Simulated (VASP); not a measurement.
Wanted: the native input for a VASP 6.6.1 run.

```
Task                   : single point
Functional             : PBEsol
Potentials or basis    : VASP PAW PBE potentials, release 64 (Li_sv, S)
Cutoff                 : 750 eV
k mesh                 : 9 × 9 × 9
Occupations            : fermi-dirac, width 0.03 eV
Spin                   : no spin polarisation
Dipole correction      : no
Further INCAR settings : ALGO = Normal; EDIFF = 1e-06; NBANDS = 13
```

The structure of Li2S lies in POSCAR:

```
Li2S
1.0
    0.0000000000      2.8445000000      2.8445000000
    2.8445000000      0.0000000000      2.8445000000
    2.8445000000      2.8445000000      0.0000000000
Li S
2 1
Direct
    0.2500000000      0.2500000000      0.2500000000
    0.7500000000      0.7500000000      0.7500000000
    0.0000000000      0.0000000000      0.0000000000
```

These files were run (other wordings do the same):

INCAR

```
SYSTEM = Li2S
PREC     = Accurate       ! precision mode
ENCUT    = 750            ! plane-wave cutoff, eV
EDIFF    = 1E-6           ! SCF threshold, eV
ISMEAR   = -1             ! smearing method
SIGMA    = 0.03           ! smearing width, eV
LREAL    = .False.        ! projectors in reciprocal space
LASPH    = .True.         ! aspherical terms in the spheres
NELM     = 120            ! most SCF steps
ALGO     = Normal         ! electronic algorithm
ISIF     = 2              ! what is computed and relaxed
LWAVE    = .False.        ! write WAVECAR
LCHARG   = .False.        ! write CHGCAR
GGA      = PS             ! functional
NBANDS   = 13             ! bands
GGA_COMPAT= .False.
```

KPOINTS

```
regular mesh
0
Gamma
  9 9 9
  0 0 0
```

Potentials or basis: VASP PAW PBE potentials, release 64 (Li_sv, S).

Run with:

```sh
$ cat potpaw_PBE.64/Li_sv/POTCAR potpaw_PBE.64/S/POTCAR > POTCAR
$ mpirun -np 1 vasp_std > vasp.out
```

It gave:

```
Pressure               : -0.8 GPa
Band gap on the k mesh : 3.31 eV, indirect (least direct gap 4.12 eV)
```

Caveat: the PAW data sets were made with another functional, which shifts forces and pressure a little.

It took 11 s on 1 thread of Intel(R) Xeon(R) 6975P-C (Granite Rapids) (shared host), peak memory 0.2 GiB.
